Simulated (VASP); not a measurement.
# MoN2 (P4/mbm) in VASP: further runs

Aim: see how the results for MoN2 move with the level of theory and the settings. Levels: r2SCAN, PBE, LDA, PBEsol. Tasks: single point, relaxation of cell and atoms.

Program: VASP 6.6.1. These are calculated values, not measurements. Logs are shortened: lines on timing, memory, paths and dates and some standing lists are left out, and cuts for length are marked.

**1. The cell of the first run**

Symmetry: P4/mbm, No. 127, tetragonal system. Conventional cell: a = 4.318 Å, b = 4.318 Å, c = 2.741 Å, α = 90.00°, β = 90.00°, γ = 90.00°. Within 2.9 Å of Mo (site symmetry 4/m) lie 8 N at 2.22 Å and 2 Mo at 2.74 Å. Within 1.8 Å of N (site symmetry m2m) lie 1 N at 1.37 Å.

**2. Single point, r2SCAN**

File POSCAR:

```
MoN2
1.0
    4.3176127010      0.0000000000      0.0000000000
    0.0000000000      4.3176127010      0.0000000000
    0.0000000000      0.0000000000      2.7412920743
Mo N
2 4
Direct
    0.0000000000      0.0000000000      0.0000000000
    0.5000000000      0.5000000000      0.0000000000
    0.6122460827      0.8877539173      0.5000000000
    0.3877539173      0.1122460827      0.5000000000
    0.1122460827      0.6122460827      0.5000000000
    0.8877539173      0.3877539173      0.5000000000
```

File INCAR.step1:

```
SYSTEM = MoN2
  ALGO = Normal
  EDIFF = 1E-4
  ENCUT = 520
  GGA = PE
  ISMEAR = -1
  LASPH = .TRUE.
  LCHARG = .FALSE.
  LREAL = .FALSE.
  LWAVE = .TRUE.
  NBANDS = 33
  NELM = 80
  PREC = Accurate
  SIGMA = 0.05
```

File INCAR.step2:

```
SYSTEM = MoN2
  ALGO = Normal
  EDIFF = 1E-6
  ENCUT = 520
  ISIF = 2
  ISMEAR = -1
  ISTART = 1
  LASPH = .TRUE.
  LCHARG = .FALSE.
  LMIXTAU = .TRUE.
  LREAL = .FALSE.
  LWAVE = .FALSE.
  METAGGA = R2SCAN
  NBANDS = 33
  NELM = 80
  PREC = Accurate
  SIGMA = 0.05
```

File KPOINTS:

```
k-points
0
G
  6 6 10
  0 0 0
```

Potentials or basis: VASP PAW PBE potentials, release 64 (Mo_sv, N).

Started as:

```sh
> cat potpaw_PBE.64/Mo_sv/POTCAR potpaw_PBE.64/N/POTCAR > POTCAR
> cp INCAR.step1 INCAR
> mpirun -np 1 vasp_std > vasp.out
> cp INCAR.step2 INCAR
> mpirun -np 1 vasp_std > vasp.out
```

OUTCAR:

```text
SYSTEM = MoN2
   EDIFF = 1E-6
   ENCUT = 520
   ISIF = 2
   ISMEAR = -1
   ISTART = 1
   LASPH = .TRUE.
   LREAL = .FALSE.
   METAGGA = R2SCAN
   NELM = 80
   PREC = Accurate

 ion  position               nearest neighbor table
   1  0.000  0.000  0.000-   3 2.22   4 2.22   5 2.22   6 2.22   3 2.22   4 2.22   5 2.22   6 2.22
                             2 3.05   2 3.05   2 3.05   2 3.05
   2  0.500  0.500  0.000-   3 2.22   4 2.22   5 2.22   6 2.22   3 2.22   4 2.22   5 2.22   6 2.22
                             1 3.05   1 3.05   1 3.05   1 3.05
   3  0.612  0.888  0.500-   4 1.37   2 2.22   1 2.22   1 2.22   2 2.22
   4  0.388  0.112  0.500-   3 1.37   2 2.22   1 2.22   1 2.22   2 2.22
   5  0.112  0.612  0.500-   6 1.37   2 2.22   1 2.22   1 2.22   2 2.22
   6  0.888  0.388  0.500-   5 1.37   2 2.22   1 2.22   1 2.22   2 2.22

  LATTYP: Found a simple tetragonal cell.
 ALAT       =     4.3176127010
 C/A-ratio  =     0.6349092112

  Lattice vectors:

 A1 = (   4.3176127010,   0.0000000000,   0.0000000000)
 A2 = (   0.0000000000,   4.3176127010,   0.0000000000)
 A3 = (   0.0000000000,   0.0000000000,   2.7412920743)

Analysis of symmetry for initial positions (statically):
=====================================================================
 Subroutine PRICEL returns:
 Original cell was already a primitive cell.

 Routine SETGRP: Setting up the symmetry group for a
 simple tetragonal supercell.

 Subroutine GETGRP returns: Found 16 space group operations
 (whereof  8 operations were pure point group operations)
 out of a pool of 16 trial point group operations.

The static configuration has the point symmetry C_4h.
 The point group associated with its full space group is D_4h.

Analysis of symmetry for dynamics (positions and initial velocities):
=====================================================================
 Subroutine PRICEL returns:
 Original cell was already a primitive cell.

 Routine SETGRP: Setting up the symmetry group for a
 simple tetragonal supercell.

 Subroutine GETGRP returns: Found 16 space group operations
 (whereof  8 operations were pure point group operations)
 out of a pool of 16 trial point group operations.

The dynamic configuration has the point symmetry C_4h.
 The point group associated with its full space group is D_4h.

 Subroutine INISYM returns: Found 16 space group operations
 (whereof  8 operations are pure point group operations),
 and found     1 'primitive' translations

[... 104 lines left out ...]
   EDIFFG = 0.1E-04   stopping-criterion for IOM
   NSW    =      0    number of steps for IOM
   IBRION =     -1    ionic relax: 0-MD 1-quasi-New 2-CG
   NFREE  =      0    steps in history (QN), initial steepest desc. (CG)
   ISIF   =      2    stress and relaxation
   ISYM   =      2    0-nonsym 1-usesym 2-fastsym
   POTIM  = 0.5000    time-step for ionic-motion
   TEBEG  =    0.0;   TEEND  =   0.0 temperature during run
   PSTRESS=    0.0 pullay stress
   NELECT =      48.0000    total number of electrons
   NUPDOWN=      -1.0000    fix difference up-down
   EMIN   =  10.00;   EMAX   =-10.00  energy-range for DOS
   EFERMI =   0.00;   METHOD = LEGACY
   ISMEAR =    -1;   SIGMA  =   0.05  broadening in eV -4-tet -1-fermi 0-gaus
   EFERMI_NEDOS =   21; number of points for ismear=-14 and -15
   IALGO  =     38    algorithm
   IMIX   =      4    mixing-type and parameters
     AMIX     =   0.40;   BMIX     =  1.00
     AMIX_MAG =   1.60;   BMIX_MAG =  1.00
  volume/ion in A,a.u.               =       8.52        57.48
  Fermi-wavevector in a.u.,A,eV,Ry     =   1.603274  3.029748 34.973595  2.570487
  Thomas-Fermi vector in A             =   2.699963
   LORBIT       =      0    0 simple, 1 ext, 2 COOP (PROOUT), +10 PAW based schemes
   METAGGA = R2SCAN    functional components
   LHFCALC =     F    Hartree Fock is set to
   AEXX    =    0.0000 exact exchange contribution
   IVDW    =     0    specifies the selected vdW correction
   LEPSILON=     F    determine dielectric tensor
   LRPA    =     F    only Hartree local field effects (RPA)
 non-spin polarized calculation
  energy-cutoff  :      520.00
  volume of cell :       51.10
 maximum number of plane-waves:      1416
   NGX = 17   NGY = 17   NGZ = 11

 number of electron      47.9999999 magnetization

 Free energy of the ion-electron system (eV)
  ---------------------------------------------------
  ext. energy  EPLUGINS =         0.00000000
  ---------------------------------------------------
  free energy    TOTEN  =       -88.74180026 eV

  energy without entropy =      -88.72380953  energy(sigma->0) =      -88.73280490

 E-fermi :  12.4027     XC(G=0): -14.7891

 val. band max:       12.4004468749   @ k =   0.1667   0.0000   0.3000
 cond. band min:      12.4192605085   @ k =   0.3333   0.1667   0.1000
 fundamental gap:      0.0188136336
 Fermi energy:        12.4027025917

 k-point     1 :       0.0000    0.0000    0.0000
  band No.  band energies     occupation
      1     -51.6363      2.00000
      2     -51.5667      2.00000
      3     -25.1134      2.00000
      4     -25.1134      2.00000
      5     -24.7373      2.00000
      6     -24.7373      2.00000
[... 853 lines left out ...]
     32      17.5469      0.00000
     33      21.2839      0.00000

 [... further k-points ...]

------------------------ aborting loop because EDIFF is reached ----------------------------------------

  FORCE on cell =-STRESS in cart. coord.  units (eV):
  Direction    XX          YY          ZZ          XY          YZ          ZX
  --------------------------------------------------------------------------------------
  -------------------------------------------------------------------------------------
  Total        0.5017961      0.5017961      0.3818949      0.0000000     -0.0000000      0.0000000
  in kB       15.7324086     15.7324086     11.9732407      0.0000000     -0.0000000      0.0000000
  external PRESSURE =      14.4793527 kB  Pullay stress =       0.0000000 kB

 VOLUME and BASIS-vectors are now :
 -----------------------------------------------------------------------------
  energy-cutoff  :      520.00
  volume of cell :       51.10
      direct lattice vectors                 reciprocal lattice vectors
     4.317612701  0.000000000  0.000000000     0.231609472  0.000000000  0.000000000
     0.000000000  4.317612701  0.000000000     0.000000000  0.231609472  0.000000000
     0.000000000  0.000000000  2.741292074     0.000000000  0.000000000  0.364791483

 POSITION                                       TOTAL-FORCE (eV/Angst)
 -----------------------------------------------------------------------------------
      0.00000      0.00000      0.00000        -0.000000     -0.000000     -0.000000
      2.15881      2.15881      0.00000        -0.000000     -0.000000     -0.000000
      2.64344      3.83298      1.37065         0.074151     -0.074151     -0.000000
      1.67417      0.48464      1.37065        -0.074151      0.074151      0.000000
      0.48464      2.64344      1.37065         0.074151      0.074151     -0.000000
      3.83298      1.67417      1.37065        -0.074151     -0.074151     -0.000000
 -----------------------------------------------------------------------------------
    total drift:                                0.000000     -0.000000     -0.000000

  FREE ENERGIE OF THE ION-ELECTRON SYSTEM (eV)
  ---------------------------------------------------
  free  energy   TOTEN  =       -88.7418002573 eV

  energy  without entropy=      -88.7238095346  energy(sigma->0) =      -88.73280490
```

Wall time 83 s (1 thread of Intel Xeon 6975P-C (Granite Rapids), shared host); peak memory 0.21 GiB.

What came out:

```
Free energy            : -88.7418 eV
Pressure               : 1.4 GPa
Largest force          : 0.105 eV/Å
Band gap on the k mesh : zero (bands 24 and 25 overlap by 2.12 eV)
```

Forces on the atoms (eV/Å):
```
Mo   0.000  0.000  0.000
Mo   0.000  0.000  0.000
N    0.074 -0.074  0.000
N   -0.074  0.074  0.000
N    0.074  0.074  0.000
N   -0.074 -0.074  0.000
```

Stress tensor (GPa, compression positive):
```
1.57 0.00 0.00
0.00 1.57 0.00
0.00 0.00 1.20
```

Levels at points of the mesh, in eV from the Fermi level:
| k point | band 22 | band 23 | band 24 | band 25 | band 26 | band 27 |
| --- | --- | --- | --- | --- | --- | --- |
| (0.00, 0.00, 0.00) | -3.19 | -2.47 | -1.84 | 0.74 | 0.74 | 1.04 |
| (0.50, 0.00, 0.00) | -2.12 | -1.25 | -1.25 | -0.41 | -0.41 | 2.40 |
| (0.50, 0.50, 0.00) | -0.93 | 0.50 | 0.50 | 0.52 | 0.52 | 1.15 |
| (0.00, 0.00, 0.50) | -2.16 | 0.78 | 1.06 | 2.24 | 2.32 | 2.61 |
| (0.50, 0.00, 0.50) | -2.70 | -1.12 | -1.12 | 2.61 | 2.61 | 3.30 |
| (0.50, 0.50, 0.50) | -5.47 | -1.44 | -1.44 | 2.58 | 2.58 | 3.64 |

Caveat: the PAW data sets were made with another functional, which shifts forces and pressure a little.

**3. Relaxation of cell and atoms, PBE**

This run uses another cell than the first one, of 8.72 Å³/atom.

File INCAR:

```
ALGO = Normal
EDIFF = 1E-7
EDIFFG = -0.01
ENCUT = 600
GGA = PE
IBRION = 2
ISIF = 3
ISMEAR = -1
LASPH = True
LCHARG = False
LREAL = False
LWAVE = False
NELM = 80
NSW = 60
PREC = Accurate
SIGMA = 0.05
```

File KPOINTS:

```
k-points
0
Gamma
  6 6 10
```

File POSCAR:

```
MoN2
1.0
    4.3480530000      0.0000000000      0.0000000000
    0.0000000000      4.3480530000      0.0000000000
    0.0000000000      0.0000000000      2.7674600000
Mo N
2 4
Direct
    0.0000000000      0.0000000000      0.0000000000
    0.5000000000      0.5000000000      0.0000000000
    0.6116470000      0.8883530000      0.5000000000
    0.3883530000      0.1116470000      0.5000000000
    0.1116470000      0.6116470000      0.5000000000
    0.8883530000      0.3883530000      0.5000000000
```

Potentials or basis: VASP PAW PBE potentials, release 64 (Mo_sv, N).

Started as:

```sh
> cat potpaw_PBE.64/Mo_sv/POTCAR potpaw_PBE.64/N/POTCAR > POTCAR
> mpirun -np 1 vasp_std > vasp.out
```

OUTCAR:

```text
EDIFF = 1E-7
   EDIFFG = -0.01
   ENCUT = 600
   GGA = PE
   IBRION = 2
   ISIF = 3
   ISMEAR = -1
   LASPH = True
   LREAL = False
   NELM = 80
   NSW = 60
   PREC = Accurate

 ion  position               nearest neighbor table
   1  0.000  0.000  0.000-   3 2.24   4 2.24   5 2.24   6 2.24   3 2.24   4 2.24   5 2.24   6 2.24
                             2 3.07   2 3.07   2 3.07   2 3.07
   2  0.500  0.500  0.000-   3 2.24   4 2.24   5 2.24   6 2.24   3 2.24   4 2.24   5 2.24   6 2.24
                             1 3.07   1 3.07   1 3.07   1 3.07
   3  0.612  0.888  0.500-   4 1.37   2 2.24   1 2.24   1 2.24   2 2.24
   4  0.388  0.112  0.500-   3 1.37   2 2.24   1 2.24   1 2.24   2 2.24
   5  0.112  0.612  0.500-   6 1.37   2 2.24   1 2.24   1 2.24   2 2.24
   6  0.888  0.388  0.500-   5 1.37   2 2.24   1 2.24   1 2.24   2 2.24

  LATTYP: Found a simple tetragonal cell.
 ALAT       =     4.3480530000
 C/A-ratio  =     0.6364825820

  Lattice vectors:
[... 357 lines left out ...]

  energy without entropy =      -54.70285404  energy(sigma->0) =      -54.71260348

 E-fermi :  12.2539     XC(G=0): -13.7315

 val. band max:       12.2406957030   @ k =   0.1667   0.0000   0.3000
 cond. band min:      12.2558238988   @ k =   0.1667   0.1667   0.3000
 fundamental gap:      0.0151281958
 Fermi energy:        12.2538624008

 k-point     1 :       0.0000    0.0000    0.0000
  band No.  band energies     occupation
      1     -49.8176      2.00000
      2     -49.7560      2.00000
      3     -24.0055      2.00000
      4     -24.0055      2.00000
      5     -23.6619      2.00000
      6     -23.6619      2.00000
[... 733 lines left out ...]
     27      14.1699      0.00000
     28      14.1699      0.00000

 [... further k-points ...]

------------------------ aborting loop because EDIFF is reached ----------------------------------------

  FORCE on cell =-STRESS in cart. coord.  units (eV):
  Direction    XX          YY          ZZ          XY          YZ          ZX
  --------------------------------------------------------------------------------------
  -------------------------------------------------------------------------------------
  Total       -0.0039514     -0.0039514     -0.0061880      0.0000000      0.0000000      0.0000000
  in kB       -0.1224459     -0.1224459     -0.1917560      0.0000000      0.0000000      0.0000000
  external PRESSURE =      -0.1455493 kB  Pullay stress =       0.0000000 kB
[... 21 lines left out ...]
  FREE ENERGIE OF THE ION-ELECTRON SYSTEM (eV)
  ---------------------------------------------------
  free  energy   TOTEN  =       -54.7223529217 eV

  energy  without entropy=      -54.7028540406  energy(sigma->0) =      -54.71260348

 reached required accuracy - stopping structural energy minimisation
```

Wall time 2 min (1 thread of Intel Xeon 6975P-C (Granite Rapids), shared host); peak memory 0.24 GiB.

Results:

```
Free energy                           : -54.7224 eV
Relaxed volume                        : 8.62 Å³/atom
Relaxed cell                          : a = 4.334 Å, b = 4.334 Å, c = 2.753 Å, α = 90.00°, β = 90.00°, γ = 90.00°
Space group after relaxing (to 0.1 Å) : P4/mbm (No. 127)
Energy gained by relaxing             : 1.5 meV/atom
Ionic steps                           : 5
Pressure after relaxing               : 0.0 GPa
Band gap on the k mesh                : zero (bands 24 and 25 overlap by 2.03 eV)
```

Step by step:
```csv
step,energy change (eV),largest force (eV/Å),pressure (GPa),volume (Å³)
1,0.0000,0.1572,-3.60,52.32
2,0.0067,0.0486,5.74,50.85
3,-0.0086,0.0741,0.26,51.68
4,-0.0083,0.1168,-0.45,51.74
5,-0.0089,0.0002,-0.01,51.70
```

Final structure:
```
CELL_PARAMETERS angstrom
4.33402 0.00000 0.00000
0.00000 4.33402 0.00000
0.00000 0.00000 2.75254
ATOMIC_POSITIONS crystal
Mo 0.00000 0.00000 0.00000
Mo 0.50000 0.50000 0.00000
N 0.61238 0.88762 0.50000
N 0.38762 0.11238 0.50000
N 0.11238 0.61238 0.50000
N 0.88762 0.38762 0.50000
```

Levels at points of the mesh, in eV from the Fermi level:
| k point | band 21 | band 22 | band 23 | band 24 | band 25 | band 26 | band 27 | band 28 |
| --- | --- | --- | --- | --- | --- | --- | --- | --- |
| (0.00, 0.00, 0.00) | -3.04 | -3.04 | -2.32 | -1.78 | 0.61 | 0.61 | 0.99 | 1.71 |
| (0.50, 0.00, 0.00) | -2.03 | -2.03 | -1.19 | -1.19 | -0.42 | -0.42 | 2.20 | 2.20 |
| (0.50, 0.50, 0.00) | -0.87 | -0.87 | 0.49 | 0.49 | 0.50 | 0.50 | 1.00 | 1.00 |
| (0.00, 0.00, 0.50) | -2.06 | -2.06 | 0.73 | 1.04 | 2.09 | 2.22 | 2.38 | 2.38 |
| (0.50, 0.00, 0.50) | -2.53 | -2.53 | -1.06 | -1.06 | 2.49 | 2.49 | 3.04 | 3.04 |
| (0.50, 0.50, 0.50) | -5.21 | -5.21 | -1.35 | -1.35 | 2.42 | 2.42 | 3.36 | 3.36 |

(Part 1 of 2 ends here.)
